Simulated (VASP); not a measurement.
**Si2Mo: relaxation of cell and atoms with PBEsol**

Si2Mo:

```
Si Mo
1.0
    -1.60000    1.60000    3.93050
     1.60000   -1.60000    3.93050
     1.60000    1.60000   -3.93050
Si Mo
2 1
Cartesian
  0.0000 0.0000 2.6177
  0.0000 0.0000 5.2433
  0.0000 0.0000 0.0000
```

| Quantity | Value |
| --- | --- |
| Program | VASP 6.6.1 |
| Task | relaxation of cell and atoms |
| Functional | PBEsol |
| Potentials or basis | VASP PAW PBE potentials, release 64 (Si, Mo_sv) |
| Cutoff | 600 eV |
| k mesh | 10 × 10 × 10 |
| Occupations | fermi-dirac, width 0.1 eV |
| Spin | no spin polarisation |
| Dipole correction | no |
| Further INCAR settings | ALGO = Normal; EDIFF = 1e-06; IBRION = 2; EDIFFG = -0.01; NSW = 80; ISIF = 3 |

| Quantity | Value |
| --- | --- |
| Relaxed volume | 13.29 Å³/atom |
| Relaxed cell | a = 4.517 Å, b = 4.517 Å, c = 4.517 Å, α = 138.62°, β = 138.62°, γ = 59.95° |
| Space group after relaxing (to 0.05 Å) | I4/mmm (No. 139) |
| Energy gained by relaxing | 2.8 meV/atom |
| Ionic steps | 7 |
| Pressure after relaxing | 0.0 GPa |
| Largest force after relaxing | 0.005 eV/Å |
| Band gap on the k mesh | zero (band 11 reaches 12.79 eV, above the bottom of band 12 at 11.85 eV) |

Forces on the atoms (eV/Å):
```
Si   0.000  0.000  0.005
Si   0.000  0.000 -0.005
Mo   0.000  0.000  0.000
```

Stress tensor (GPa, compression positive):
```
 0.01  0.00  0.00
 0.00  0.01  0.00
 0.00  0.00 -0.08
```

Step by step:
```
step  energy change (eV)  largest force (eV/Å)  pressure (GPa)  volume (Å³)
   1              0.0000                0.3253           -2.36        40.25
   2              0.0023                0.0330            4.50        39.11
   3             -0.0067                0.1685            0.72        39.71
   4             -0.0085                0.0045            0.01        39.87
   5             -0.0085                0.0007            0.01        39.86
   6             -0.0085                0.0027            0.02        39.86
   7             -0.0085                0.0049           -0.02        39.87
```

Final structure:
```
Si Mo
1.0
    -1.59595    1.59595    3.91305
     1.59595   -1.59595    3.91305
     1.59595    1.59595   -3.91305
Si Mo
2 1
Direct
  0.33506 0.33506 0.00000
  0.66494 0.66494 0.00000
  0.00000 0.00000 0.00000
```

Levels at points of the mesh, in eV from the Fermi level:
```tsv
k point	band 8	band 9	band 10	band 11	band 12	band 13	band 14	band 15
(0.00, 0.00, 0.00)	-3.11	-2.62	-2.62	0.41	3.16	3.24	3.57	3.57
(0.50, 0.00, 0.00)	-4.49	-2.60	-2.58	-0.49	2.30	3.15	4.16	4.24
(0.50, 0.50, 0.00)	-5.15	-4.45	-3.08	-1.19	2.36	2.79	3.20	3.39
(0.50, 0.50, 0.50)	-2.21	-0.57	-0.57	-0.44	-0.44	0.54	4.78	5.26
```

It took 2.4 min on 1 thread of Intel(R) Xeon(R) 6975P-C (Granite Rapids), on a shared host, peak memory 0.26 GiB.

Caveat: the PAW data sets were made with another functional, which shifts forces and pressure a little.
